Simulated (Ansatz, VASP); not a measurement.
**One calculation of SbS2, two programs**

```
Sb S
1.0
     3.54997    0.00000    0.00000
    -1.77498    3.07436    0.00000
     0.00000    0.00000   16.54256
Sb S
1 2
Cartesian
  0.0000 2.0496 0.0000
  1.7750 1.0248 14.8561
  1.7750 1.0248 1.6865
```

Alike in both runs: functional PBEsol; k mesh 6 × 6 × 2; occupations gaussian, width 0.1 eV; no spin polarisation.

Ansatz relaxed the structure, and its values are those at the end. VASP's run is a single point on that final structure, the one shown.

|  | VASP | Ansatz |
| --- | --- | --- |
| version | VASP 6.6.1 | Ansatz 0.2.0 |
| potentials or method | VASP PAW PBE potentials, release 64 (Sb, S), cutoff 520 eV | scalar-relativistic, plane waves, PAW |
| valence electrons in the cell | 17 | 27 |

|  | VASP | Ansatz | Ansatz less VASP |
| --- | --- | --- | --- |
| gap on the k mesh at the Fermi level (eV) | none | none | - |
| rms of the force components (eV/Å) | 0.002 | 0.003 | +0.0017 |

VASP's potentials were made for PBE, not for PBEsol. A gap of «none» marks a metal or a gap that the smearing closes. VASP's potentials hold 17 valence electrons a cell and Ansatz's 27, so a difference there can come from the potentials and not from the codes.

Spin-orbit coupling is off throughout.
